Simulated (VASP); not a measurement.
# TaN (P-6m2) in VASP: a series of runs

Runs on TaN. Level: PBE+U. Tasks: relaxation of cell and atoms.

Everything below comes from runs of VASP 6.6.1. Logs are shortened: lines on timing, memory, paths and dates and some standing lists are left out, and cuts for length are marked.

### 1 The cell of the first run

Symmetry: P-6m2, No. 187, hexagonal system. Conventional cell: a = 2.938 Å, b = 2.938 Å, c = 2.883 Å, α = 90.00°, β = 90.00°, γ = 120.00°. Ta (site symmetry -6m2) has 6 N at 2.23 Å and 2 Ta at 2.88 Å within 2.9 Å. Within 2.9 Å of N (site symmetry -6m2) lie 6 Ta at 2.23 Å and 2 N at 2.88 Å.

### 2 Relaxation of cell and atoms, PBE+U

The input, INCAR:

```
SYSTEM = TaN
  PREC = Accurate
  ENCUT = 600
  EDIFF = 1E-6
  ISMEAR = -1
  SIGMA = 0.05
  LREAL = .FALSE.
  LASPH = .TRUE.
  NELM = 150
  ALGO = Normal
  ISIF = 3
  LWAVE = .FALSE.
  LCHARG = .FALSE.
  LMAXMIX = 4
  LDAU = .TRUE.
  LDAUTYPE = 2
  LDAUL = 2 -1
  LDAUU = 3 0
  LDAUJ = 0 0
  LDAUPRINT = 1
  GGA = PE
  IBRION = 2
  NSW = 60
  EDIFFG = -0.01
```

The input, KPOINTS:

```
Automatic mesh
0
G
  10 10 9
  0 0 0
```

The input, POSCAR:

```
TaN
1.0
    2.9380011100      0.0000000000      0.0000000000
   -1.4690005500      2.5443836000      0.0000000000
    0.0000000000      0.0000000000      2.8830022100
Ta N
1 1
Direct
    0.3333333333      0.6666666667      0.5000000000
    0.0000000000      0.0000000000      0.0000000000
```

Potentials or basis: VASP PAW PBE potentials, release 64 (Ta_pv, N).

Launch:

```
$ cat potpaw_PBE.64/Ta_pv/POTCAR potpaw_PBE.64/N/POTCAR > POTCAR
$ mpirun -np 1 vasp_std > vasp.out
```

OUTCAR:

```text
SYSTEM = TaN
   PREC = Accurate
   ENCUT = 600
   EDIFF = 1E-6
   ISMEAR = -1
   LREAL = .FALSE.
   LASPH = .TRUE.
   NELM = 150
   ISIF = 3
   GGA = PE
   IBRION = 2
   NSW = 60
   EDIFFG = -0.01

 ion  position               nearest neighbor table
   1  0.333  0.667  0.500-   2 2.23   2 2.23   2 2.23   2 2.23   2 2.23   2 2.23
   2  0.000  0.000  0.000-   1 2.23   1 2.23   1 2.23   1 2.23   1 2.23   1 2.23

  LATTYP: Found a hexagonal cell.
 ALAT       =     2.9380011100
 C/A-ratio  =     0.9812801636

  Lattice vectors:

 A1 = (   2.9380011100,   0.0000000000,   0.0000000000)
 A2 = (  -1.4690005500,   2.5443836000,   0.0000000000)
 A3 = (   0.0000000000,   0.0000000000,   2.8830022100)

Analysis of symmetry for initial positions (statically):
=====================================================================
 Subroutine PRICEL returns:
 Original cell was already a primitive cell.

 Routine SETGRP: Setting up the symmetry group for a
 hexagonal supercell.

 Subroutine GETGRP returns: Found 12 space group operations
 (whereof 12 operations were pure point group operations)
 out of a pool of 24 trial point group operations.

The static configuration has the point symmetry D_3h.

Analysis of symmetry for dynamics (positions and initial velocities):
=====================================================================
 Subroutine PRICEL returns:
 Original cell was already a primitive cell.

 Routine SETGRP: Setting up the symmetry group for a
 hexagonal supercell.

 Subroutine GETGRP returns: Found 12 space group operations
 (whereof 12 operations were pure point group operations)
 out of a pool of 24 trial point group operations.

The dynamic configuration has the point symmetry D_3h.

 Subroutine INISYM returns: Found 12 space group operations
 (whereof 12 operations are pure point group operations),
 and found     1 'primitive' translations

----------------------------------------------------------------------------------------

                                     Primitive cell

[... 252 lines left out ...]

 number of electron      16.0000001 magnetization

------------------------ aborting loop because EDIFF is reached ----------------------------------------
[... 61 lines left out ...]
  FREE ENERGIE OF THE ION-ELECTRON SYSTEM (eV)
  ---------------------------------------------------
  free  energy   TOTEN  =       -19.7624365544 eV

  energy  without entropy=      -19.7621220339  energy(sigma->0) =      -19.76227929

atom =   1  type =  1  l = 2

 onsite density matrix

spin component  1

  0.2533  0.0000 -0.0000 -0.0000 -0.0000
  0.0000  0.1728  0.0000  0.0000 -0.0000
 -0.0000  0.0000  0.2994 -0.0000  0.0000
 -0.0000  0.0000 -0.0000  0.1728  0.0000
 -0.0000 -0.0000  0.0000  0.0000  0.2533

spin component  2

  0.2533  0.0000 -0.0000 -0.0000 -0.0000
  0.0000  0.1728  0.0000  0.0000 -0.0000
 -0.0000  0.0000  0.2994 -0.0000  0.0000
 -0.0000  0.0000 -0.0000  0.1728  0.0000
 -0.0000 -0.0000  0.0000  0.0000  0.2533

 occupancies and eigenvectors

  o =  0.1728  v = -0.0000  0.5330 -0.0000 -0.8461  0.0000  0.0000  0.0000  0.0000  0.0000  0.0000      0.0000  0.0000  0.0000  0.0000  0.0000  0.0000  0.0000  0.0000  0.0000  0.0000
  o =  0.1728  v =  0.0000  0.0000  0.0000  0.0000  0.0000 -0.0000  0.5330 -0.0000 -0.8461  0.0000      0.0000  0.0000  0.0000  0.0000  0.0000  0.0000  0.0000  0.0000  0.0000  0.0000
  o =  0.1728  v = -0.0000  0.8461 -0.0000  0.5330  0.0000  0.0000  0.0000  0.0000  0.0000  0.0000      0.0000  0.0000  0.0000  0.0000  0.0000  0.0000  0.0000  0.0000  0.0000  0.0000
  o =  0.1728  v =  0.0000  0.0000  0.0000  0.0000  0.0000 -0.0000  0.8461 -0.0000  0.5330  0.0000      0.0000  0.0000  0.0000  0.0000  0.0000  0.0000  0.0000  0.0000  0.0000  0.0000
  o =  0.2533  v =  0.4169 -0.0000 -0.0000  0.0000  0.9090  0.0000  0.0000  0.0000  0.0000  0.0000      0.0000  0.0000  0.0000  0.0000  0.0000  0.0000  0.0000  0.0000  0.0000  0.0000
  o =  0.2533  v =  0.0000  0.0000  0.0000  0.0000  0.0000  0.4169 -0.0000 -0.0000  0.0000  0.9090      0.0000  0.0000  0.0000  0.0000  0.0000  0.0000  0.0000  0.0000  0.0000  0.0000
  o =  0.2533  v =  0.0000  0.0000  0.0000  0.0000  0.0000 -0.9090 -0.0000 -0.0000  0.0000  0.4169      0.0000  0.0000  0.0000  0.0000  0.0000  0.0000  0.0000  0.0000  0.0000  0.0000
  o =  0.2533  v = -0.9090 -0.0000 -0.0000  0.0000  0.4169  0.0000  0.0000  0.0000  0.0000  0.0000      0.0000  0.0000  0.0000  0.0000  0.0000  0.0000  0.0000  0.0000  0.0000  0.0000
  o =  0.2994  v =  0.0000  0.0000  0.0000  0.0000  0.0000 -0.0000 -0.0000  1.0000 -0.0000  0.0000      0.0000  0.0000  0.0000  0.0000  0.0000  0.0000  0.0000  0.0000  0.0000  0.0000
  o =  0.2994  v = -0.0000 -0.0000  1.0000 -0.0000  0.0000  0.0000  0.0000  0.0000  0.0000  0.0000      0.0000  0.0000  0.0000  0.0000  0.0000  0.0000  0.0000  0.0000  0.0000  0.0000

--------------------------------------- Ionic step       10  -------------------------------------------

 number of electron      16.0000001 magnetization

 Free energy of the ion-electron system (eV)
  ---------------------------------------------------
  ext. energy  EPLUGINS =         0.00000000
  ---------------------------------------------------
  free energy    TOTEN  =       -19.76246010 eV

  energy without entropy =      -19.76214648  energy(sigma->0) =      -19.76230329

 E-fermi :   8.3499     XC(G=0): -13.1260

 val. band max:        8.2298612630   @ k =   0.0000   0.0000   0.4444
 cond. band min:       8.5417559391   @ k =   0.0000   0.0000   0.3333
 fundamental gap:      0.3118946762
 Fermi energy:         8.3498548487

 k-point     1 :       0.0000    0.0000    0.0000
  band No.  band energies     occupation
      1     -27.4292      2.00000
      2     -27.1860      2.00000
      3     -27.1860      2.00000
      4      -9.4881      2.00000
      5       3.7660      2.00000
      6       3.7660      2.00000
      7       4.0935      2.00000
      8       5.1215      2.00000
      9       9.8095      0.00000
     10      11.5737      0.00000
     11      11.5737      0.00000
     12      12.3204      0.00000
[... 331 lines left out ...]
 k-point    24 :       0.4000    0.1000    0.1111
  band No.  band energies     occupation
      1     -27.9972      2.00000
      2     -27.4237      2.00000
      3     -27.3932      2.00000
      4      -7.2950      2.00000
      5       0.2069      2.00000
      6       2.9589      2.00000
      7       4.0169      2.00000
      8       5.9916      2.00000
      9      10.7693      0.00000
     10      11.6940      0.00000
     11      12.5151      0.00000
     12      13.7950      0.00000

 [... further k-points ...]
[... 5 lines left out ...]
  --------------------------------------------------------------------------------------
  -------------------------------------------------------------------------------------
  Total       -0.0013266     -0.0013266     -0.0006458     -0.0000000      0.0000000     -0.0000000
  in kB       -0.0945554     -0.0945554     -0.0460292     -0.0000000      0.0000000     -0.0000000
  external PRESSURE =      -0.0783800 kB  Pullay stress =       0.0000000 kB
[... 17 lines left out ...]
  FREE ENERGIE OF THE ION-ELECTRON SYSTEM (eV)
  ---------------------------------------------------
  free  energy   TOTEN  =       -19.7624601021 eV

  energy  without entropy=      -19.7621464797  energy(sigma->0) =      -19.76230329

 reached required accuracy - stopping structural energy minimisation
```

OSZICAR:

```text
N       E                     dE             d eps       ncg     rms          rms(c)
DAV:   1     0.102256954797E+03    0.10226E+03   -0.10113E+04  1680   0.157E+03
DAV:   2    -0.183095162368E+02   -0.12057E+03   -0.11395E+03  1896   0.374E+02
[... 65 lines left out ...]
   9 F= -.19762437E+02 E0= -.19762279E+02  d E =0.154760E-04
       N       E                     dE             d eps       ncg     rms          rms(c)
DAV:   1    -0.197625351880E+02   -0.98510E-04   -0.27730E-03  1712   0.694E-01    0.932E-02
DAV:   2    -0.197624755960E+02    0.59592E-04   -0.82611E-05  1704   0.103E-01    0.382E-02
DAV:   3    -0.197624596863E+02    0.15910E-04   -0.48407E-05  1812   0.795E-02    0.743E-03
DAV:   4    -0.197624601021E+02   -0.41579E-06   -0.56125E-07  1216   0.942E-03
  10 F= -.19762460E+02 E0= -.19762303E+02  d E =-.807179E-05
```

CONTCAR:

```text
TaN
   1.00000000000000
     2.9783536346418082    0.0000000000794760   -0.0000000000000000
    -1.4891768121834026    2.5793299115056598   -0.0000000000000000
    -0.0000000000000000    0.0000000000000000    2.9261115873365751
  Ta              N
     1     1
Direct
     0.3333333332999970    0.6666666667000030    0.5000000000000000
     0.0000000000000000    0.0000000000000000    0.0000000000000000

  0.00000000E+00  0.00000000E+00  0.00000000E+00
  0.00000000E+00  0.00000000E+00  0.00000000E+00
```

Wall time 53 s (1 thread of Intel Xeon Platinum 8259CL at 2.50GHz (Skylake/Cascade Lake), shared host); peak memory 0.16 GiB.

What came out:

| Quantity | Value |
| --- | --- |
| Free energy | -19.7625 eV |
| Relaxed volume | 11.24 Å³/atom |
| Relaxed cell | a = 2.978 Å, b = 2.978 Å, c = 2.926 Å, α = 90.00°, β = 90.00°, γ = 120.00° |
| Space group after relaxing (to 0.05 Å) | P-6m2 (No. 187) |
| Energy gained by relaxing | 20.9 meV/atom |
| Ionic steps | 10 |
| Pressure after relaxing | 0.0 GPa |
| Band gap on the k mesh | zero (band 8 reaches 8.54 eV, above the bottom of band 9 at 8.23 eV) |

Step by step:
```tsv
step	energy change (eV)	largest force (eV/Å)	pressure (GPa)	volume (Å³)
1	0.0000	0.0000	14.91	21.55
2	0.1684	0.0000	-25.94	24.83
3	-0.0416	0.0000	-0.45	22.51
4	-0.0417	0.0000	-0.07	22.48
5	-0.0417	0.0000	0.21	22.46
6	-0.0417	0.0000	0.18	22.47
7	-0.0417	0.0000	0.20	22.47
8	-0.0417	0.0000	0.21	22.47
9	-0.0417	0.0000	-0.29	22.50
10	-0.0417	0.0000	-0.01	22.48
```

Final structure:
```cif
data_structure
_symmetry_space_group_name_H-M 'P 1'
_symmetry_Int_Tables_number 1
_cell_length_a 2.9784
_cell_length_b 2.9784
_cell_length_c 2.9261
_cell_angle_alpha 90.000
_cell_angle_beta 90.000
_cell_angle_gamma 120.000
_cell_volume 22.48
loop_
_atom_site_label
_atom_site_type_symbol
_atom_site_fract_x
_atom_site_fract_y
_atom_site_fract_z
_atom_site_occupancy
Ta1 Ta 0.33333 0.66667 0.50000 1
N1 N 0.00000 0.00000 0.00000 1
```

Eigenvalues of the final occupation matrices:
```
    site  spin  trace               eigenvalues
site 1 d     1   1.15  0.17 0.17 0.25 0.25 0.30
site 1 d     2   1.15  0.17 0.17 0.25 0.25 0.30
```

Caveat: spin-orbit coupling is left out, which moves the levels of the heavy elements; U without spin polarisation on a metal has little footing.

(Part 1 of 2 ends here.)
